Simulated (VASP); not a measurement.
HfO2, 6 atoms in the cell. Symmetry: P4_2/mnm, No. 136, tetragonal system. The conventional cell has a = 4.892 Å, b = 4.892 Å, c = 3.258 Å, α = 90.00°, β = 90.00°, γ = 90.00°. Hf (site symmetry mmm) has 6 O at 2.11 Å within 2.8 Å. O (site symmetry m2m) has 3 Hf at 2.11 Å and 1 O at 2.70 Å within 2.8 Å. 

| Item | Value |
| --- | --- |
| Program | VASP 6.6.1 |
| Task | single point |
| Functional | PBEsol |
| Potentials or basis | VASP PAW PBE potentials, release 64 (Hf_pv, O) |
| Cutoff | 520 eV |
| k mesh | 4 × 4 × 6 |
| Occupations | gaussian, width 0.01 eV |
| Spin | no spin polarisation |
| Dipole correction | no |
| Further INCAR settings | ALGO = Normal; EDIFF = 1e-06; NBANDS = 31 |

Potentials or basis: VASP PAW PBE potentials, release 64 (Hf_pv, O).

Launch:

```sh
$ cat potpaw_PBE.64/Hf_pv/POTCAR potpaw_PBE.64/O/POTCAR > POTCAR
$ mpirun -np 1 vasp_std > vasp.out
```

Hardware: 1 thread of Intel Xeon 8259CL (shared host).

**Question.** How long does it take, and how much memory?

**Answer.** It took 54 s on 1 thread of Intel Xeon 8259CL, with other jobs on the host, peak memory 0.2 GiB. Counts: scf iterations 14, k points 24.
